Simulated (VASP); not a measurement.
A run of VASP 6.6.1:

The input INCAR:

```
PREC = Accurate
ENCUT = 400
EDIFF = 1E-8
ISMEAR = -1
SIGMA = 0.08
LREAL = False
LASPH = True
NELM = 120
ALGO = Normal
ISIF = 2
LWAVE = False
LCHARG = False
GGA = PE
LEFG = True
NBANDS = 18
GGA_COMPAT = False
```

File KPOINTS:

```
regular mesh
0
Gamma
  16 16 16
```

POSCAR

```
Si2Mo
1.0
   -1.6000000000      1.6000000000      3.9305000000
    1.6000000000     -1.6000000000      3.9305000000
    1.6000000000      1.6000000000     -3.9305000000
Si Mo
2 1
Direct
    0.3330000000      0.3330000000      0.0000000000
    0.6670000000      0.6670000000      0.0000000000
    0.0000000000      0.0000000000      0.0000000000
```

Potentials or basis: VASP PAW PBE potentials, release 64 (Si, Mo_sv).

Command:

```bash
$ cat potpaw_PBE.64/Si/POTCAR potpaw_PBE.64/Mo_sv/POTCAR > POTCAR
$ mpirun -np 1 vasp_std > vasp.out
```

Hardware: 1 thread of Oxide Virtual Turin-like Processor (shared host).

**Question.** Estimate the wall time of this run.

**Answer.** Run time: 4.7 min on 1 thread of Oxide Virtual Turin-like Processor, with other jobs on the host, peak memory 0.26 GiB. Counts: scf iterations 17, k points 349.
